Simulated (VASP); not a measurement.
Crystal: BAs.

```xyz
2
Lattice="0.0000 2.4044 2.4044 2.4044 0.0000 2.4044 2.4044 2.4044 0.0000" Properties=species:S:1:pos:R:3 pbc="T T T"
B     0.0000    0.0000    0.0000
As    1.2022    1.2022    1.2022
```

Program: VASP 6.6.1. Alike in all runs: no spin polarisation; cell as given; k mesh 10 × 10 × 10; cutoff (eV) 520; smearing gaussian 0.02 eV. Hardware: 1 thread of Intel(R) Xeon(R) 6975P-C (Granite Rapids) (shared host).

Order these runs on this cell by their wall time, lowest first.
A. task single point; level r2SCAN; potentials or basis VASP PAW PBE potentials, release 64 (B, As)
B. task density of states; level PBE; potentials or basis VASP PAW PBE potentials, release 64 (B, As); k mesh for the DOS 15 × 15 × 15; occupations for the DOS tetrahedron
C. task single point; level LDA; potentials or basis VASP PAW LDA potentials, release 64 (B, As)

C (12 s), B (30 s), A (65 s).
